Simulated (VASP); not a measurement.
ZnCd2Se3:

```
Zn Cd Se
1.0
     3.05537   -5.10972    0.00000
     3.05537    5.10972    0.00000
     0.00000    0.00000    4.77747
Zn Cd Se
1 2 3
Direct
  0.50000 0.50000 0.00000
  0.00000 0.50000 0.50000
  0.50000 0.00000 0.50000
  0.16107 0.83893 0.00000
  0.83893 0.16107 0.00000
  0.00000 0.00000 0.50000
```

| Quantity | Value |
| --- | --- |
| Program | VASP 6.6.1 |
| Task | relaxation of cell and atoms |
| Functional | PBEsol |
| Potentials or basis | VASP PAW PBE potentials, release 64 (Zn, Cd, Se) |
| Cutoff | 600 eV |
| k mesh | 4 × 4 × 4 |
| Occupations | fermi-dirac, width 0.03 eV |
| Spin | no spin polarisation |

At the start: pressure -2.6 GPa; volume 24.86 Å³/atom.

Question: How do energy, volume and symmetry change on relaxing?

Answer: Over 26 steps the energy falls by 155.3 meV/atom and the volume is 25.75 Å³/atom (+3.6 %); space group Cmmm (No. 65, to 0.05 Å).

The path:
| step | energy change (eV) | largest force (eV/Å) | pressure (GPa) | volume (Å³) |
| --- | --- | --- | --- | --- |
| 1 | 0.0000 | 0.0166 | -2.63 | 149.17 |
| 2 | -0.3367 | 0.0347 | 0.63 | 140.40 |
| 3 | -0.4135 | 0.1553 | 3.80 | 134.95 |
| 4 | -0.5871 | 0.2222 | 4.42 | 136.36 |
| 5 | -0.6371 | 0.1612 | 5.24 | 137.29 |
| 6 | -0.8536 | 0.1493 | 0.89 | 148.73 |
| 7 | -0.8684 | 0.1586 | -0.56 | 153.80 |
| 8 | -0.8688 | 0.1574 | -0.38 | 153.12 |
| 9 | -0.8813 | 0.1178 | -0.28 | 153.72 |
| 10 | -0.8953 | 0.0167 | -0.06 | 155.02 |
| 11 | -0.8959 | 0.0100 | 0.01 | 155.32 |
| 12 | -0.9011 | 0.0226 | -0.06 | 155.59 |
| 13 | -0.9101 | 0.1278 | -0.22 | 156.32 |
| 14 | -0.9110 | 0.1706 | -0.26 | 156.58 |
| 15 | -0.9152 | 0.1558 | 0.06 | 155.65 |
| 16 | -0.9166 | 0.1405 | 0.39 | 154.73 |
| 17 | -0.9199 | 0.1208 | 0.33 | 154.89 |
| 18 | -0.9273 | 0.0531 | 0.15 | 155.33 |
| 19 | -0.9252 | 0.1264 | -0.20 | 156.09 |
| 20 | -0.9295 | 0.0221 | 0.00 | 155.66 |
| 21 | -0.9303 | 0.0032 | -0.08 | 155.67 |
| 22 | -0.9306 | 0.0175 | -0.17 | 155.67 |
| 23 | -0.9312 | 0.0202 | -0.06 | 155.10 |
| 24 | -0.9313 | 0.0225 | 0.04 | 154.62 |
| 25 | -0.9314 | 0.0137 | 0.05 | 154.58 |
| 26 | -0.9316 | 0.0047 | 0.00 | 154.51 |

Final structure:
```
Zn Cd Se
1.0
     3.16338   -6.12673    0.00000
     3.16338    6.12673    0.00000
     0.00000    0.00000    3.98597
Zn Cd Se
1 2 3
Direct
  0.50000 0.50000 0.00000
  0.00000 0.50000 0.50000
  0.50000 0.00000 0.50000
  0.14778 0.85222 0.00000
  0.85222 0.14778 0.00000
  0.00000 0.00000 0.50000
```

Caveat: the PAW data sets were made with another functional, which shifts forces and pressure a little.
